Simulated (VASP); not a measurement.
Te:

```
Te
1.0
     7.08593    0.00000    0.00000
    -3.54296    6.13659    0.00000
     0.00000    0.00000    5.26276
Te
6
Direct
  0.20753 0.41506 0.00000
  0.58494 0.79247 0.00000
  0.20753 0.79247 0.00000
  0.79247 0.58494 0.00000
  0.41506 0.20753 0.00000
  0.79247 0.20753 0.00000
```

The cell was generated, and may not be a known phase.

```yaml
Program: VASP 6.6.1
Task: relaxation of cell and atoms
Functional: PBE
Potentials_or_basis: VASP PAW PBE potentials, release 64 (Te)
Cutoff: 600 eV
k_mesh: 3 × 3 × 4
Occupations: gaussian, width 0.1 eV
Spin: no spin polarisation
```

At the start: pressure 28.5 GPa; volume 38.14 Å³/atom.

Where does the relaxation end?

Over 10 steps the energy falls by 1294.6 meV/atom and the volume is 50.97 Å³/atom (+33.6 %); space group P6/mmm (No. 191, to 0.1 Å) before and after.

Step by step:
```tsv
step	energy change (eV)	largest force (eV/Å)	pressure (GPa)	volume (Å³)
1	0.0000	1.5485	28.53	228.84
2	-0.7961	0.5698	-3.97	508.55
3	-7.5992	0.1615	-1.87	326.12
4	-7.7139	0.1302	-1.06	317.53
5	-7.7572	0.0991	0.05	307.89
6	-7.7570	0.1039	-0.17	309.59
7	-7.7601	0.0784	0.05	307.42
8	-7.7602	0.0726	0.10	306.97
9	-7.7630	0.0535	0.07	306.68
10	-7.7675	0.0020	0.01	305.82
```

Final structure:
```yaml
crystal:
  lattice:
    - [8.23900, 0.00000, 0.00000]
    - [-4.11950, 7.13518, 0.00000]
    - [0.00000, 0.00000, 5.20216]
  atoms:
    - { symbol: Te, position: [0.20247, 0.40493, 0.00000] }
    - { symbol: Te, position: [0.59507, 0.79753, 0.00000] }
    - { symbol: Te, position: [0.20247, 0.79753, 0.00000] }
    - { symbol: Te, position: [0.79753, 0.59507, 0.00000] }
    - { symbol: Te, position: [0.40493, 0.20247, 0.00000] }
    - { symbol: Te, position: [0.79753, 0.20247, 0.00000] }
```

Caveat: the volume moved by over 15 % at a fixed basis, so the end points are rough; this functional lacks dispersion, which binds layers or chains, so the pressure and a relaxed spacing across them are unreliable.
